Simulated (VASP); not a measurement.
Write the native input for VASP 6.6.1 that does the following.

```yaml
Task: single point
Functional: PBE
Potentials_or_basis: VASP PAW PBE potentials, release 64 (Co, Si)
Cutoff: 520 eV
k_mesh: 16 × 16 × 16
Occupations: gaussian, width 0.15 eV
Spin: no spin polarisation
Dipole_correction: no
Further_INCAR_settings: ALGO = Normal; EDIFF = 1e-06; NBANDS = 16
```

The structure of CoSi2 lies in POSCAR:

```
CoSi2
1.0
    0.0000000000      2.7301879151      2.7301879151
    2.6799390578      0.0502488573      2.6799390578
    2.6799390578      2.6799390578      0.0502488573
Co Si
1 2
Direct
    0.0000000000      0.0000000000      0.0000000000
    0.2500000000      0.2500000000      0.2500000000
    0.7500000000      0.7500000000      0.7500000000
```

This cell differs from its parent crystal: strain +0.0375 x Voigt [0, 0, 0, 1, 0, 0].

One way to write it, as run:

INCAR

```
PREC = Accurate ; ENCUT = 520
EDIFF = 1E-6 ; ISMEAR = 0
SIGMA = 0.15 ; LREAL = False
LASPH = True ; NELM = 60
ALGO = Normal ; ISIF = 2
LWAVE = False ; LCHARG = True
GGA = PE ; LELF = True
LVHAR = True ; NBANDS = 16
```

KPOINTS

```
Automatic mesh
0
Gamma
  16 16 16
```

Potentials or basis: VASP PAW PBE potentials, release 64 (Co, Si).

Launch:

```sh
$ cat potpaw_PBE.64/Co/POTCAR potpaw_PBE.64/Si/POTCAR > POTCAR
$ mpirun -np 1 vasp_std > vasp.out
```

It gave:

```yaml
Pressure: 0.0 GPa
Largest_force: 0.339 eV/Å
```

Caveat: the cell differs from its parent crystal (strain +0.0375 x Voigt [0, 0, 0, 1, 0, 0]).

It took 2.6 min on 1 thread of Intel(R) Xeon(R) 6975P-C (Granite Rapids) (shared host), peak memory 0.47 GiB.
